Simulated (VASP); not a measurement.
# TaN (P-62m) in VASP: further runs, part 2 of 2

VASP 6.6.1.

## Step 3: Single point, LDA+U, collinear spin, ferrimagnetic start

INCAR

```
ALGO = Normal ; EDIFF = 1E-7
ENCUT = 520 ; ISIF = 2
ISMEAR = 0 ; ISPIN = 2
LASPH = T ; LCHARG = F
LDAU = T ; LDAUJ = 0 0
LDAUL = 2 -1 ; LDAUPRINT = 1
LDAUTYPE = 2 ; LDAUU = 8 0
LMAXMIX = 4 ; LORBIT = 11
LREAL = F ; LWAVE = F
MAGMOM = -0.02 -0.02 0.06 0 0 0 ; NBANDS = 37
NELM = 150 ; PREC = Accurate
SIGMA = 0.05
```

KPOINTS

```
k-points
0
Gamma
  4 4 6
```

POSCAR

```
TaN
1.0
    5.1960001500      0.0000000000      0.0000000000
   -2.5980000800      4.4998681300      0.0000000000
    0.0000000000      0.0000000000      2.9109996000
Ta N
3 3
Direct
    0.3333333333      0.6666666667      0.5000000000
    0.6666666667      0.3333333333      0.5000000000
    0.0000000000      0.0000000000      0.0000000000
    0.3928500000      0.0000000000      0.0000000000
    0.6071500000      0.6071500000      0.0000000000
    0.0000000000      0.3928500000      0.0000000000
```

Potentials or basis: VASP PAW LDA potentials, release 64 (Ta_pv, N).

Launch:

```console
$ cat potpaw_LDA.64/Ta_pv/POTCAR potpaw_LDA.64/N/POTCAR > POTCAR
$ mpirun -np 1 vasp_std > vasp.out
```

OUTCAR:

```text
EDIFF = 1E-7
   ENCUT = 520
   ISIF = 2
   ISMEAR = 0
   ISPIN = 2
   LASPH = T
   LORBIT = 11
   LREAL = F
   NELM = 150
   PREC = Accurate

 ion  position               nearest neighbor table
   1  0.333  0.667  0.500-   6 2.16   6 2.16   5 2.16   5 2.16   4 2.16   4 2.16   2 3.00   2 3.00
                             2 3.00   3 3.33   3 3.33   3 3.33   3 3.33   3 3.33   3 3.33
   2  0.667  0.333  0.500-   6 2.16   6 2.16   4 2.16   4 2.16   5 2.16   5 2.16   1 3.00   1 3.00
                             1 3.00   3 3.33   3 3.33   3 3.33   3 3.33   3 3.33   3 3.33
   3  0.000  0.000  0.000-   5 2.04   4 2.04   6 2.04   2 3.33   2 3.33   1 3.33   1 3.33   1 3.33
                             2 3.33   2 3.33   1 3.33   2 3.33   2 3.33   1 3.33   1 3.33
   4  0.393  0.000  0.000-   3 2.04   2 2.16   2 2.16   1 2.16   1 2.16
   5  0.607  0.607  0.000-   3 2.04   1 2.16   1 2.16   2 2.16   2 2.16
   6  0.000  0.393  0.000-   3 2.04   2 2.16   2 2.16   1 2.16   1 2.16

  LATTYP: Found a hexagonal cell.
 ALAT       =     5.1960001500
 C/A-ratio  =     0.5602385520

  Lattice vectors:

 A1 = (   5.1960001500,   0.0000000000,   0.0000000000)
 A2 = (  -2.5980000800,   4.4998681300,   0.0000000000)
 A3 = (   0.0000000000,   0.0000000000,   2.9109996000)

Analysis of symmetry for initial positions (statically):
[... 1561 lines left out ...]
  external PRESSURE =     171.3768096 kB  Pullay stress =       0.0000000 kB

 VOLUME and BASIS-vectors are now :
 -----------------------------------------------------------------------------
  energy-cutoff  :      520.00
  volume of cell :       68.06
      direct lattice vectors                 reciprocal lattice vectors
     5.196000150  0.000000000  0.000000000     0.192455730  0.111114367  0.000000000
    -2.598000080  4.499868130  0.000000000     0.000000000  0.222228735  0.000000000
     0.000000000  0.000000000  2.910999600     0.000000000  0.000000000  0.343524609

 POSITION                                       TOTAL-FORCE (eV/Angst)
 -----------------------------------------------------------------------------------
     -0.00000      2.99991      1.45550        -0.000000     -0.000000      0.000000
      2.59800      1.49996      1.45550         0.000000     -0.000000      0.000000
      0.00000      0.00000      0.00000        -0.000000     -0.000000      0.000000
      2.04125      0.00000      0.00000         0.443609     -0.000000     -0.000000
      1.57738      2.73209      0.00000        -0.221805     -0.384177      0.000000
     -1.02062      1.76777      0.00000        -0.221805      0.384177      0.000000
 -----------------------------------------------------------------------------------
    total drift:                               -0.000002     -0.000003      0.000000

  FREE ENERGIE OF THE ION-ELECTRON SYSTEM (eV)
  ---------------------------------------------------
  free  energy   TOTEN  =       -52.8444838058 eV

  energy  without entropy=      -52.8412686021  energy(sigma->0) =      -52.84287620

 total charge

# of ion       s       p       d       tot
------------------------------------------
    1        0.322   6.300   2.114   8.736
    2        0.322   6.300   2.114   8.736
    3        0.373   6.267   2.131   8.772
    4        1.227   2.594   0.000   3.822
    5        1.227   2.594   0.000   3.822
    6        1.227   2.594   0.000   3.822
--------------------------------------------------
tot          4.699  26.650   6.360  37.708

 magnetization (x)

# of ion       s       p       d       tot
------------------------------------------
    1       -0.000  -0.000  -0.000  -0.000
    2       -0.000  -0.000  -0.000  -0.000
    3       -0.000   0.000   0.000   0.000
    4       -0.000  -0.000   0.000  -0.000
    5       -0.000  -0.000   0.000  -0.000
    6       -0.000  -0.000   0.000  -0.000
--------------------------------------------------
tot         -0.000   0.000  -0.000  -0.000
```

stdout:

```text
POSCAR found type information on POSCAR TaN
 POSCAR found :  2 types and       6 ions
 scaLAPACK will be used
 LDA part: xc-table for (Slater(with rela. corr.)+CA(PZ))
 , standard interpolation
 POSCAR, INCAR and KPOINTS ok, starting setup
 FFT: planning ... GRIDC
 FFT: planning ... GRID_SOFT
 FFT: planning ... GRID
 WAVECAR not read
 entering main loop
```

Wall time 73 s (1 thread of Intel Xeon 6975P-C, shared host); peak memory 0.21 GiB.

What came out:

```yaml
Free_energy: -52.8445 eV
Pressure: 17.1 GPa
Largest_force: 0.444 eV/Å
Band_gap_on_the_k_mesh: zero (filled and empty bands overlap)
Net_moment: 0.00 μB per cell
Valence_electrons_inside_the_program's_atomic_spheres: Ta 8.74, 8.77; N 3.82
```

Forces in eV/Å, atoms in the order of the input:
```
Ta   0.000  0.000  0.000
Ta   0.000  0.000  0.000
Ta   0.000  0.000  0.000
N    0.444  0.000  0.000
N   -0.222 -0.384  0.000
N   -0.222  0.384  0.000
```

Stress tensor (GPa, compression positive):
```
16.17  0.00  0.00
 0.00 16.17  0.00
 0.00  0.00 19.08
```

Eigenvalues of the final occupation matrices:
```csv
site,spin,trace,eigenvalues
site 1 d,1,1.08,0.19 0.19 0.21 0.21 0.28
site 1 d,2,1.08,0.19 0.19 0.21 0.21 0.28
site 2 d,1,1.08,0.19 0.19 0.21 0.21 0.28
site 2 d,2,1.08,0.19 0.19 0.21 0.21 0.28
site 3 d,1,1.09,0.16 0.16 0.22 0.22 0.33
site 3 d,2,1.09,0.16 0.16 0.22 0.22 0.33
```

Caveat: spin-orbit coupling is left out, which moves the levels of the heavy elements. The state reached can hang on the start; a lower one may exist.
